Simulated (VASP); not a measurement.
NiIr3, 4 atoms in the cell. The structure is tetragonal, space group I4/mmm (No. 139). Conventional cell: a = 3.762 Å, b = 3.762 Å, c = 7.603 Å, α = 90.00°, β = 90.00°, γ = 90.00°. Ni (site symmetry 4/mmm) has 12 Ir at 2.66 to 2.67 Å within 3.5 Å. Ir (site symmetry -4m2) has 8 Ir at 2.66 to 2.67 Å and 4 Ni at 2.67 Å within 3.5 Å. Within 3.5 Å of Ir (site symmetry 4/mmm) lie 4 Ni at 2.66 Å and 8 Ir at 2.67 Å. 

| Quantity | Value |
| --- | --- |
| Program | VASP 6.6.1 |
| Task | single point |
| Functional | LDA |
| Potentials or basis | VASP PAW LDA potentials, release 64 (Ni, Ir) |
| Cutoff | 520 eV |
| k mesh | 14 × 14 × 14 |
| Occupations | gaussian, width 0.05 eV |
| Spin | no spin polarisation |
| Dipole correction | no |
| Further INCAR settings | ALGO = Normal; EDIFF = 1e-06; NBANDS = 26 |

Potentials or basis: VASP PAW LDA potentials, release 64 (Ni, Ir).

Run with:

```bash
$ cat potpaw_LDA.64/Ni/POTCAR potpaw_LDA.64/Ir/POTCAR > POTCAR
$ mpirun -np 1 vasp_std > vasp.out
```

Hardware: 1 thread of Intel Xeon 8259CL, with other jobs on the host.

Question: How long does it take, and how much memory?

Answer: Wall time 11 min on 1 thread of Intel Xeon 8259CL, with other jobs on the host, peak memory 0.42 GiB. Counts: scf iterations 19, k points 244.
